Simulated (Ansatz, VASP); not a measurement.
One calculation of SiC, two programs

Contents of POSCAR:

```
SiC
1.0
    3.1982028079      0.0000000000      0.0000000000
   -1.5991014040      2.7697248781      0.0000000000
    0.0000000000      0.0000000000      5.4520202008
Si C
2 2
Direct
    0.3333333333      0.6666666667      0.0046028828
    0.6666666667      0.3333333333      0.5046028828
    0.3333333333      0.6666666667      0.3803971172
    0.6666666667      0.3333333333      0.8803971172
```

File INCAR.step1:

```
PREC     = Accurate       # precision mode
ENCUT    = 520            # plane-wave cutoff, eV
ISMEAR   = 0              # smearing method
SIGMA    = 0.05           # smearing width, eV
LREAL    = False          # projectors in reciprocal space
LASPH    = True           # aspherical terms in the spheres
NELM     = 100            # most SCF steps
NBANDS   = 16             # bands
GGA      = PE             # functional
ALGO     = Normal         # electronic algorithm
EDIFF    = 1E-4           # SCF threshold, eV
LWAVE    = True           # write WAVECAR
LCHARG   = False          # write CHGCAR
```

INCAR.step2

```
PREC     = Accurate       # precision mode
ENCUT    = 520            # plane-wave cutoff, eV
EDIFF    = 1E-6           # SCF threshold, eV
ISMEAR   = 0              # smearing method
SIGMA    = 0.05           # smearing width, eV
LREAL    = False          # projectors in reciprocal space
LASPH    = True           # aspherical terms in the spheres
NELM     = 100            # most SCF steps
ALGO     = Normal         # electronic algorithm
ISIF     = 2              # what is computed and relaxed
LWAVE    = False          # write WAVECAR
LCHARG   = True           # write CHGCAR
METAGGA  = R2SCAN         # meta-GGA
LMIXTAU  = True         
LELF     = True           # ELF
LVHAR    = True         
NBANDS   = 16             # bands
ISTART   = 1
```

KPOINTS

```
Automatic mesh
0
Gamma
  12 12 6
```

Input for Ansatz:

```yaml
crystal:
  lattice:
    - [3.1982028079, 0.0, 0.0]
    - [-1.599101404, 2.7697248781, 0.0]
    - [0.0, 0.0, 5.4520202008]
  atoms:
    - { symbol: Si, position: [0.3333333333, 0.6666666667, 0.0046028828] }
    - { symbol: Si, position: [0.6666666667, 0.3333333333, 0.5046028828] }
    - { symbol: C, position: [0.3333333333, 0.6666666667, 0.3803971172] }
    - { symbol: C, position: [0.6666666667, 0.3333333333, 0.8803971172] }
basis:
  ecutwfc: 500
kpoints:
  mp_grid: { grid: [12, 12, 6] }
hamiltonian:
  xc: r2scan
scf:
  occupations: { method: gaussian, width: 0.05 }
output:
  forces: true
  stress: true
  eigenvalues: true
```

Change from the starting cell: strain +0.040 along x and y, +0.080 along z, atoms carried along.

Alike in both runs: task single point; functional r2SCAN; k mesh 12 × 12 × 6; occupations gaussian, width 0.05 eV; no spin polarisation.

|  | VASP | Ansatz |
| --- | --- | --- |
| version | VASP 6.6.1 | Ansatz 0.2.0 |
| potentials or method | VASP PAW PBE potentials, release 64 (Si, C), cutoff 520 eV | scalar-relativistic, plane waves, PAW |
| valence electrons in the cell | 16 | 16 |

|  | VASP | Ansatz | Ansatz less VASP |
| --- | --- | --- | --- |
| gap on the k mesh at the Fermi level (eV) | 2.75 | 2.75 | -0.003 |
| least direct gap on the mesh (eV) | 4.43 | 4.42 | -0.011 |
| pressure (GPa) | -25.7 | -25.6 | +0.08 |
| traceless stress, the component that is largest in VASP (GPa) | -9.02 | -8.96 | +0.058 |
| rms of the force components (eV/Å) | 0.031 | 0.031 | +0.0004 |

VASP's potentials were made for PBE, not for r2SCAN. Atom by atom the forces differ by 0.000 eV/Å (rms over components). With one functional, cell and mesh, what is left measures potentials, basis and numerics.
